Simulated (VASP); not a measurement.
# Cr2O (antifluorite type) (Fm-3m) in VASP: notebook

Cr2O (antifluorite type) is run at these levels: PBE; tasks: single point.

Everything below comes from runs of VASP 6.6.1. Logs are shortened: lines on timing, memory, paths and dates and some standing lists are left out, and cuts for length are marked.

## 1. The cell of the first run

The structure is cubic, space group Fm-3m (No. 225). The conventional cell has a = 4.855 Å, b = 4.855 Å, c = 4.855 Å, α = 90.00°, β = 90.00°, γ = 90.00°. Within 2.8 Å of Cr (site symmetry -43m) lie 4 O at 2.10 Å and 6 Cr at 2.43 Å. O (site symmetry m-3m) has 8 Cr at 2.10 Å within 2.8 Å.

## 2. Single point, PBE

INCAR

```
SYSTEM = Cr2O
ALGO = Normal
EDIFF = 1E-6
ENCUT = 600
GGA = PE
GGA_COMPAT = .False.
ISIF = 2
ISMEAR = -1
LASPH = .True.
LCHARG = .False.
LREAL = .False.
LWAVE = .False.
NBANDS = 22
NELM = 120
PREC = Accurate
SIGMA = 0.06122561905347299
```

KPOINTS

```
k-points
0
Gamma
  13 13 13
  0 0 0
```

POSCAR

```
Cr2O
1.0
    0.0000000000      2.4276465720      2.4276465720
    2.4276465720      0.0000000000      2.4276465720
    2.4276465720      2.4276465720      0.0000000000
Cr O
2 1
Direct
    0.2500000000      0.2500000000      0.2500000000
    0.7500000000      0.7500000000      0.7500000000
    0.0000000000      0.0000000000      0.0000000000
```

Potentials or basis: VASP PAW PBE potentials, release 64 (Cr_pv, O).

Launch:

```
$ cat potpaw_PBE.64/Cr_pv/POTCAR potpaw_PBE.64/O/POTCAR > POTCAR
$ mpirun -np 1 vasp_std > vasp.out
```

OUTCAR:

```text
SYSTEM = Cr2O
   EDIFF = 1E-6
   ENCUT = 600
   GGA = PE
   ISIF = 2
   ISMEAR = -1
   LASPH = .True.
   LREAL = .False.
   NELM = 120
   PREC = Accurate

 ion  position               nearest neighbor table
   1  0.250  0.250  0.250-   3 2.10   3 2.10   3 2.10   3 2.10   2 2.43   2 2.43   2 2.43   2 2.43
                             2 2.43   2 2.43
   2  0.750  0.750  0.750-   3 2.10   3 2.10   3 2.10   3 2.10   1 2.43   1 2.43   1 2.43   1 2.43
                             1 2.43   1 2.43
   3  0.000  0.000  0.000-   2 2.10   2 2.10   2 2.10   1 2.10   1 2.10   1 2.10   2 2.10   1 2.10

  LATTYP: Found a face centered cubic cell.
 ALAT       =     4.8552931440

  Lattice vectors:

 A1 = (   0.0000000000,   2.4276465720,   2.4276465720)
 A2 = (   2.4276465720,   0.0000000000,   2.4276465720)
 A3 = (   2.4276465720,   2.4276465720,   0.0000000000)

Analysis of symmetry for initial positions (statically):
=====================================================================
 Subroutine PRICEL returns:
 Original cell was already a primitive cell.

 Routine SETGRP: Setting up the symmetry group for a
 face centered cubic supercell.

 Subroutine GETGRP returns: Found 48 space group operations
 (whereof 48 operations were pure point group operations)
 out of a pool of 48 trial point group operations.

The static configuration has the point symmetry O_h .

Analysis of symmetry for dynamics (positions and initial velocities):
=====================================================================
 Subroutine PRICEL returns:
 Original cell was already a primitive cell.

 Routine SETGRP: Setting up the symmetry group for a
 face centered cubic supercell.

 Subroutine GETGRP returns: Found 48 space group operations
 (whereof 48 operations were pure point group operations)
 out of a pool of 48 trial point group operations.

The dynamic configuration has the point symmetry O_h .

 Subroutine INISYM returns: Found 48 space group operations
 (whereof 48 operations are pure point group operations),
 and found     1 'primitive' translations

----------------------------------------------------------------------------------------

                                     Primitive cell

  volume of cell :      28.6145

  direct lattice vectors                    reciprocal lattice vectors
     0.000000000  2.427646572  2.427646572    -0.205960788  0.205960788  0.205960788
     2.427646572  0.000000000  2.427646572     0.205960788 -0.205960788  0.205960788
     2.427646572  2.427646572  0.000000000     0.205960788  0.205960788 -0.205960788

  length of vectors
     3.433210707  3.433210707  3.433210707     0.356734549  0.356734549  0.356734549

  position of ions in fractional coordinates (direct lattice)
     0.250000000  0.250000000  0.250000000
     0.750000000  0.750000000  0.750000000
     0.000000000  0.000000000  0.000000000

  ion indices of the primitive-cell ions
   primitive index   ion index
                 1           1
                 2           2
                 3           3

----------------------------------------------------------------------------------------

 KPOINTS: k-points

Automatic generation of k-mesh.
 Grid dimensions read from file:
 generate k-points for:   13   13   13

 Generating k-lattice:

  Cartesian coordinates                     Fractional coordinates (reciprocal lattice)
    -0.015843138  0.015843138  0.015843138     0.076923077  0.000000000  0.000000000
     0.015843138 -0.015843138  0.015843138     0.000000000  0.076923077  0.000000000
     0.015843138  0.015843138 -0.015843138     0.000000000  0.000000000  0.076923077

  Length of vectors
     0.027441119  0.027441119  0.027441119

  Shift w.r.t. Gamma in fractional coordinates (k-lattice)
     0.000000000  0.000000000  0.000000000

 Subroutine IBZKPT returns following result:
 ===========================================

 Found     84 irreducible k-points:

 Following reciprocal coordinates:
            Coordinates               Weight
  0.000000  0.000000  0.000000      1.000000
  0.076923  0.000000  0.000000      8.000000
  0.153846  0.000000  0.000000      8.000000
  0.230769  0.000000  0.000000      8.000000
  0.307692  0.000000  0.000000      8.000000
  0.384615  0.000000  0.000000      8.000000
[... 16 lines left out ...]
  0.384615  0.153846  0.000000     24.000000
  0.461538  0.153846  0.000000     24.000000
 [... further k-points ...]
   k-points           NKPTS =     84   k-points in BZ     NKDIM =     84   number of bands    NBANDS=     22
   number of dos      NEDOS =    301   number of ions     NIONS =      3
   total plane-waves  NPLWV =  21952
   dimension x,y,z NGX =    28 NGY =   28 NGZ =   28
   dimension x,y,z NGXF=    56 NGYF=   56 NGZF=   56
   ions per type =               2   1
   NGX,Y,Z   is equivalent  to a cutoff of  13.56, 13.56, 13.56 a.u.
   NGXF,Y,Z  is equivalent  to a cutoff of  27.12, 27.12, 27.12 a.u.
 SYSTEM =  Cr2O
   PREC   = accura    normal or accurate (medium, high low for compatibility)
   ISTART =      0    job   : 0-new  1-cont  2-samecut
   ICHARG =      2    charge: 1-file 2-atom 10-const
   ISPIN  =      1    spin polarized calculation?
   LNONCOLLINEAR =      F non collinear calculations
   LSORBIT =      F    spin-orbit coupling
   LASPH  =      T    aspherical Exc in radial PAW
   ENCUT  =  600.0 eV  44.10 Ry    6.64 a.u.   6.86  6.86  6.86*2*pi/ulx,y,z
   NELM   =    120;   NELMIN=  2; NELMDL= -5     # of ELM steps
   EDIFF  = 0.1E-05   stopping-criterion for ELM
   LREAL  =      F    real-space projection
   EDIFFG = 0.1E-04   stopping-criterion for IOM
   NSW    =      0    number of steps for IOM
   IBRION =     -1    ionic relax: 0-MD 1-quasi-New 2-CG
   NFREE  =      0    steps in history (QN), initial steepest desc. (CG)
   ISIF   =      2    stress and relaxation
   ISYM   =      2    0-nonsym 1-usesym 2-fastsym
   POTIM  = 0.5000    time-step for ionic-motion
   TEBEG  =    0.0;   TEEND  =   0.0 temperature during run
   PSTRESS=    0.0 pullay stress
   NELECT =      30.0000    total number of electrons
   NUPDOWN=      -1.0000    fix difference up-down
   EMIN   =  10.00;   EMAX   =-10.00  energy-range for DOS
   EFERMI =   0.00;   METHOD = LEGACY
   ISMEAR =    -1;   SIGMA  =   0.06  broadening in eV -4-tet -1-fermi 0-gaus
   EFERMI_NEDOS =   21; number of points for ismear=-14 and -15
   IALGO  =     38    algorithm
   IMIX   =      4    mixing-type and parameters
     AMIX     =   0.40;   BMIX     =  1.00
     AMIX_MAG =   1.60;   BMIX_MAG =  1.00
  volume/ion in A,a.u.               =       9.54        64.37
  Fermi-wavevector in a.u.,A,eV,Ry     =   1.663105  3.142814 37.632623  2.765920
  Thomas-Fermi vector in A             =   2.749880
   LORBIT       =      0    0 simple, 1 ext, 2 COOP (PROOUT), +10 PAW based schemes
   GGA     = PE    functional components
   LHFCALC =     F    Hartree Fock is set to
   AEXX    =    0.0000 exact exchange contribution
   IVDW    =     0    specifies the selected vdW correction
   LEPSILON=     F    determine dielectric tensor
   LRPA    =     F    only Hartree local field effects (RPA)
 non-spin polarized calculation
  energy-cutoff  :      600.00
  volume of cell :       28.61
 maximum number of plane-waves:       969
   NGX = 13   NGY = 13   NGZ = 13

 number of electron      30.0000007 magnetization

 Free energy of the ion-electron system (eV)
  ---------------------------------------------------
  ext. energy  EPLUGINS =         0.00000000
  ---------------------------------------------------
  free energy    TOTEN  =       -23.02293045 eV

  energy without entropy =      -22.97292896  energy(sigma->0) =      -22.99792971

 E-fermi :  11.6442     XC(G=0): -13.5549

 val. band max:       11.6435236510   @ k =  -0.3077   0.2308   0.0000
 cond. band min:      11.6471773685   @ k =  -0.2308   0.3077   0.0769
 fundamental gap:      0.0036537176
 Fermi energy:        11.6442055403

 k-point     1 :       0.0000    0.0000    0.0000
  band No.  band energies     occupation
      1     -31.9749      2.00000
      2     -31.9749      2.00000
      3     -31.9749      2.00000
      4     -31.4103      2.00000
      5     -31.4103      2.00000
      6     -31.4103      2.00000
[... 14 lines left out ...]
     21      14.4866      0.00000
     22      19.1057      0.00000

 k-point     2 :       0.0769    0.0000    0.0000
  band No.  band energies     occupation
      1     -31.9698      2.00000
      2     -31.9675      2.00000
      3     -31.9675      2.00000
      4     -31.4229      2.00000
      5     -31.4194      2.00000
      6     -31.4194      2.00000
[... 14 lines left out ...]
     21      14.3141      0.00000
     22      19.1049      0.00000

 k-point     3 :       0.1538    0.0000    0.0000
  band No.  band energies     occupation
      1     -31.9545      2.00000
      2     -31.9457      2.00000
      3     -31.9457      2.00000
      4     -31.4590      2.00000
      5     -31.4459      2.00000
      6     -31.4459      2.00000
[... 14 lines left out ...]
     21      13.8607      0.00000
     22      19.1041      0.00000

 k-point     4 :       0.2308    0.0000    0.0000
  band No.  band energies     occupation
      1     -31.9290      2.00000
      2     -31.9104      2.00000
      3     -31.9104      2.00000
      4     -31.5138      2.00000
      5     -31.4879      2.00000
      6     -31.4879      2.00000
[... 14 lines left out ...]
     21      13.5039      0.00000
     22      19.0821      0.00000

 k-point     5 :       0.3077    0.0000    0.0000
  band No.  band energies     occupation
      1     -31.8931      2.00000
      2     -31.8630      2.00000
      3     -31.8630      2.00000
      4     -31.5805      2.00000
      5     -31.5423      2.00000
      6     -31.5423      2.00000
[... 14 lines left out ...]
     21      13.5332      0.00000
     22      18.1044      0.00000

 k-point     6 :       0.3846    0.0000    0.0000
  band No.  band energies     occupation
      1     -31.8471      2.00000
      2     -31.8057      2.00000
      3     -31.8057      2.00000
      4     -31.6518      2.00000
      5     -31.6054      2.00000
      6     -31.6054      2.00000
[... 14 lines left out ...]
     21      13.6058      0.00000
     22      17.1813      0.00000

 k-point     7 :       0.4615    0.0000    0.0000
  band No.  band energies     occupation
      1     -31.7931      2.00000
      2     -31.7417      2.00000
      3     -31.7417      2.00000
      4     -31.7200      2.00000
      5     -31.6728      2.00000
      6     -31.6728      2.00000
[... 324 lines left out ...]
      6     -31.3941      2.00000
[... 14 lines left out ...]
     21      14.4649      0.00000
     22      19.1056      0.00000

 k-point    21 :       0.2308    0.1538    0.0000
  band No.  band energies     occupation
      1     -32.0050      2.00000
      2     -32.0031      2.00000
      3     -31.7542      2.00000
      4     -31.6807      2.00000
      5     -31.3980      2.00000
      6     -31.3960      2.00000
[... 14 lines left out ...]
     21      14.3140      0.00000
     22      19.1041      0.00000

 k-point    22 :       0.3077    0.1538    0.0000
  band No.  band energies     occupation
      1     -31.9965      2.00000
      2     -31.9892      2.00000
      3     -31.7688      2.00000
      4     -31.6800      2.00000
      5     -31.4233      2.00000
      6     -31.4162      2.00000
[... 14 lines left out ...]
     21      14.0358      0.00000
     22      19.1004      0.00000

 k-point    23 :       0.3846    0.1538    0.0000
  band No.  band energies     occupation
      1     -31.9745      2.00000
      2     -31.9585      2.00000
      3     -31.8512      2.00000
      4     -31.6065      2.00000
      5     -31.4667      2.00000
      6     -31.4529      2.00000
[... 14 lines left out ...]
     21      13.8396      0.00000
     22      18.4639      0.00000

 k-point    24 :       0.4615    0.1538    0.0000
  band No.  band energies     occupation
      1     -31.9452      2.00000
      2     -31.9157      2.00000
      3     -31.9124      2.00000
      4     -31.5384      2.00000
      5     -31.5226      2.00000
      6     -31.5034      2.00000
[... 14 lines left out ...]
     21      14.3559      0.00000
     22      17.4668      0.00000

 [... further k-points ...]

------------------------ aborting loop because EDIFF is reached ----------------------------------------

  FORCE on cell =-STRESS in cart. coord.  units (eV):
  Direction    XX          YY          ZZ          XY          YZ          ZX
  --------------------------------------------------------------------------------------
  -------------------------------------------------------------------------------------
  Total        2.6490564      2.6490564      2.6490564      0.0000000      0.0000000      0.0000000
  in kB      148.3253581    148.3253581    148.3253581      0.0000000      0.0000000      0.0000000
  external PRESSURE =     148.3253581 kB  Pullay stress =       0.0000000 kB

 VOLUME and BASIS-vectors are now :
 -----------------------------------------------------------------------------
  energy-cutoff  :      600.00
  volume of cell :       28.61
      direct lattice vectors                 reciprocal lattice vectors
     0.000000000  2.427646572  2.427646572    -0.205960788  0.205960788  0.205960788
     2.427646572  0.000000000  2.427646572     0.205960788 -0.205960788  0.205960788
     2.427646572  2.427646572  0.000000000     0.205960788  0.205960788 -0.205960788

 POSITION                                       TOTAL-FORCE (eV/Angst)
 -----------------------------------------------------------------------------------
      1.21382      1.21382      1.21382         0.000000      0.000000      0.000000
      3.64147      3.64147      3.64147        -0.000000     -0.000000     -0.000000
      0.00000      0.00000      0.00000         0.000000      0.000000     -0.000000
 -----------------------------------------------------------------------------------
    total drift:                                0.000000      0.000000      0.000000

  FREE ENERGIE OF THE ION-ELECTRON SYSTEM (eV)
  ---------------------------------------------------
  free  energy   TOTEN  =       -23.0229304470 eV

  energy  without entropy=      -22.9729289636  energy(sigma->0) =      -22.99792971
```

It took 36 s on 1 thread of AMD EPYC 9R45 (Zen 5), shared host; peak memory 0.17 GiB.

What came out:

```yaml
Free_energy: -23.0229 eV
Pressure: 14.8 GPa
Band_gap_on_the_k_mesh: zero (bands 15 and 16 overlap by 1.14 eV)
```

Levels at points of the mesh, in eV from the Fermi level:
| k point | band 11 | band 12 | band 13 | band 14 | band 15 | band 16 | band 17 | band 18 | band 19 | band 20 |
| --- | --- | --- | --- | --- | --- | --- | --- | --- | --- | --- |
| (0.00, 0.00, 0.00) | -3.71 | -3.71 | -3.28 | 0.77 | 0.78 | 0.78 | 1.50 | 1.50 | 1.50 | 2.84 |

Caveat: the cell stands under pressure; the run has no spin polarisation, though such a crystal can be magnetic. Spin polarisation is off, so any magnetic state and its effect on volume and gap are missing.

## 3. Single point, PBE

INCAR

```
PREC     = Accurate       # precision mode
ENCUT    = 600            # plane-wave cutoff, eV
EDIFF    = 1E-6           # SCF threshold, eV
ISMEAR   = -1             # smearing method
SIGMA    = 0.06122561905347299 # smearing width, eV
LREAL    = False          # projectors in reciprocal space
LASPH    = True           # aspherical terms in the spheres
NELM     = 120            # most SCF steps
ALGO     = Normal         # electronic algorithm
ISIF     = 2              # what is computed and relaxed
LWAVE    = False          # write WAVECAR
LCHARG   = False          # write CHGCAR
GGA      = PE             # functional
NBANDS   = 22             # bands
GGA_COMPAT= False
```

KPOINTS

```
Automatic mesh
0
Gamma
  13 13 13
```

POSCAR is that of step 2.

Potentials or basis: VASP PAW PBE potentials, release 64 (Cr_pv, O).

Launch:

```
$ cat potpaw_PBE.64/Cr_pv/POTCAR potpaw_PBE.64/O/POTCAR > POTCAR
$ mpirun -np 1 vasp_std > vasp.out
```

Run time: 37 s. Hardware: 1 thread of AMD EPYC 9R45 (Zen 5), shared host; peak memory 0.16 GiB.

Results (log left out):

```
Free energy            : -23.0229 eV
Pressure               : 14.8 GPa
Band gap on the k mesh : zero (bands 15 and 16 overlap by 1.14 eV)
```

Levels at points of the mesh, in eV from the Fermi level:
| k point | band 13 | band 14 | band 15 | band 16 | band 17 | band 18 |
| --- | --- | --- | --- | --- | --- | --- |
| (0.00, 0.00, 0.00) | -3.28 | 0.77 | 0.78 | 0.78 | 1.50 | 1.50 |

Caveat: the cell stands under pressure; the run has no spin polarisation, though such a crystal can be magnetic.
